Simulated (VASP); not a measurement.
Wanted: the native input for a VASP 6.6.1 run.

```
Task                   : relaxation of cell and atoms
Functional             : LDA
Potentials or basis    : VASP PAW LDA potentials, release 64 (Ag)
Cutoff                 : 600 eV
k mesh                 : 17 × 17 × 17
Occupations            : fermi-dirac, width 0.1 eV
Spin                   : no spin polarisation
Target pressure        : 2.2 GPa
Dipole correction      : no
Further INCAR settings : ALGO = Normal; EDIFF = 1e-06; IBRION = 2; EDIFFG = -0.005; NSW = 60; ISIF = 3
```

The structure of Ag lies in POSCAR:

```
Ag
1.0
   -1.5795891394      1.5795891394      1.5795891394
    1.5795891394     -1.5795891394      1.5795891394
    1.5795891394      1.5795891394     -1.5795891394
Ag
1
Direct
    0.0000000000      0.0000000000      0.0000000000
```

The input as run:

INCAR

```
  PREC = Accurate
  ENCUT = 600
  EDIFF = 1E-6
  ISMEAR = -1
  SIGMA = 0.1
  LREAL = False
  LASPH = True
  NELM = 80
  ALGO = Normal
  ISIF = 3
  LWAVE = False
  LCHARG = False
  IBRION = 2
  NSW = 60
  EDIFFG = -0.005
  PSTRESS = 22.0
```

KPOINTS

```
Automatic mesh
0
Gamma
  17 17 17
```

Potentials or basis: VASP PAW LDA potentials, release 64 (Ag).

Run with:

```console
$ cat potpaw_LDA.64/Ag/POTCAR > POTCAR
$ mpirun -np 1 vasp_std > vasp.out
```

Results of the run:

```yaml
Relaxed_volume: 15.87 Å³/atom
Relaxed_cell: a = 2.742 Å, b = 2.742 Å, c = 2.742 Å, α = 109.47°, β = 109.47°, γ = 109.47°
Space_group_after_relaxing_to_0.05_Å: Im-3m (No. 229)
Energy_change_on_relaxing_the_enthalpy_is_what_falls: -1.8 meV/atom
Ionic_steps: 5
Pressure_after_relaxing: 2.2 GPa
```

Caveat: the cell is relaxed towards a set pressure, so the enthalpy falls and the energy may rise.

It took 16 s on 1 thread of Intel(R) Xeon(R) 6975P-C (Granite Rapids), on a shared host, peak memory 0.15 GiB.
